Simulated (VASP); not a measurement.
Crystal: Si.

```
Si
1.0
     3.12718   -3.52376    0.00000
     3.12718    3.52376    0.00000
     0.00000    0.00000    6.19874
Si
8
Direct
  0.75000 0.75000 0.82809
  0.75000 0.75000 0.17191
  0.25000 0.25000 0.82809
  0.25000 0.25000 0.17191
  0.92038 0.42038 0.34692
  0.07962 0.57962 0.65308
  0.57962 0.07962 0.34692
  0.42038 0.92038 0.65308
```

* Program: VASP 6.6.1
* Task: relaxation of cell and atoms
* Functional: PBE
* Potentials or basis: VASP PAW PBE potentials, release 64 (Si)
* Cutoff: 600 eV
* k mesh: 4 × 4 × 4
* Occupations: gaussian, width 0.1 eV
* Spin: no spin polarisation

At the start: pressure 34.8 GPa; volume 17.08 Å³/atom.

Q: How do energy, volume and symmetry change on relaxing?

A: Over 14 steps the energy falls by 509.8 meV/atom and the volume is 20.86 Å³/atom (+22.2 %); space group Cmme (No. 67, to 0.05 Å).

Step by step:
| step | energy change (eV) | largest force (eV/Å) | pressure (GPa) | volume (Å³) |
| --- | --- | --- | --- | --- |
| 1 | 0.0000 | 0.9909 | 34.83 | 136.61 |
| 2 | -1.4553 | 0.7393 | -10.88 | 223.18 |
| 3 | -3.7045 | 0.9283 | -0.84 | 176.26 |
| 4 | -3.7068 | 0.9294 | -0.45 | 175.40 |
| 5 | -3.7067 | 0.9301 | -0.06 | 174.56 |
| 6 | -3.8250 | 0.3534 | -0.65 | 174.68 |
| 7 | -3.8350 | 0.4984 | -0.82 | 174.72 |
| 8 | -3.9283 | 0.3223 | -0.80 | 173.16 |
| 9 | -4.0626 | 0.2868 | -0.47 | 168.22 |
| 10 | -4.0636 | 0.2072 | -0.53 | 168.83 |
| 11 | -4.0639 | 0.2289 | -0.51 | 168.66 |
| 12 | -4.0767 | 0.0917 | 0.06 | 166.92 |
| 13 | -4.0774 | 0.0509 | 0.24 | 166.40 |
| 14 | -4.0783 | 0.0096 | -0.08 | 166.88 |

Final structure:
```yaml
crystal:
  lattice:
    - [3.02503, -4.06405, 0.00000]
    - [3.02503, 4.06405, 0.00000]
    - [0.00000, 0.00000, 6.78721]
  atoms:
    - { symbol: Si, position: [0.75000, 0.75000, 0.83032] }
    - { symbol: Si, position: [0.75000, 0.75000, 0.16968] }
    - { symbol: Si, position: [0.25000, 0.25000, 0.83032] }
    - { symbol: Si, position: [0.25000, 0.25000, 0.16968] }
    - { symbol: Si, position: [0.94282, 0.44282, 0.33435] }
    - { symbol: Si, position: [0.05718, 0.55718, 0.66565] }
    - { symbol: Si, position: [0.55718, 0.05718, 0.33435] }
    - { symbol: Si, position: [0.44282, 0.94282, 0.66565] }
```

Caveat: the volume moved by over 15 % at a fixed basis, so the end points are rough.
